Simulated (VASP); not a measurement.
A run of VASP 6.6.1 is set up as follows.

File INCAR:

```
PREC = Accurate
ENCUT = 500
EDIFF = 1E-6
ISMEAR = 0
SIGMA = 0.1
LREAL = F
LASPH = T
NELM = 300
ALGO = All
ISIF = 2
LWAVE = F
LCHARG = F
GGA = PE
NBANDS = 80
GGA_COMPAT = F
ISEARCH = 1
KPAR = 4
```

KPOINTS

```
Automatic mesh
0
Gamma
  6 6 1
```

Contents of POSCAR:

```
IrRh4
1.0
    2.7445713808      0.0000000026      0.0000000000
   -1.3722856927      2.3768685370      0.0000000000
    0.0000000000      0.0000000000     21.8177266488
Ir Rh
2 8
Direct
    0.3333333333      0.6666666667      0.7500000000
    0.6666666667      0.3333333333      0.2500000000
    0.3333333333      0.6666666667      0.9503207598
    0.3333333333      0.6666666667      0.1503256211
    0.3333333333      0.6666666667      0.3496743789
    0.3333333333      0.6666666667      0.5496792402
    0.6666666667      0.3333333333      0.0496792402
    0.6666666667      0.3333333333      0.4503207598
    0.6666666667      0.3333333333      0.6503256211
    0.6666666667      0.3333333333      0.8496743789
```

Potentials or basis: VASP PAW PBE potentials, release 64 (Ir, Rh_pv).

Run with:

```bash
$ cat potpaw_PBE.64/Ir/POTCAR potpaw_PBE.64/Rh_pv/POTCAR > POTCAR
$ mpirun -np 4 vasp_std > vasp.out
```

Predict the largest force.

0.029 eV/Å.

What does it give for the pressure?

-0.1 GPa.

Predict the band gap on the k mesh.

zero (bands 69 and 70 overlap by 1.94 eV).

Stress tensor (GPa, compression positive):
```
-0.23  0.00  0.00
 0.00 -0.23  0.00
 0.00  0.00  0.21
```

Caveat: the k points lie up to 0.44 Å⁻¹ apart, too coarse for converged energies and pressures of a metal; spin-orbit coupling is left out, which moves the levels of the heavy elements.
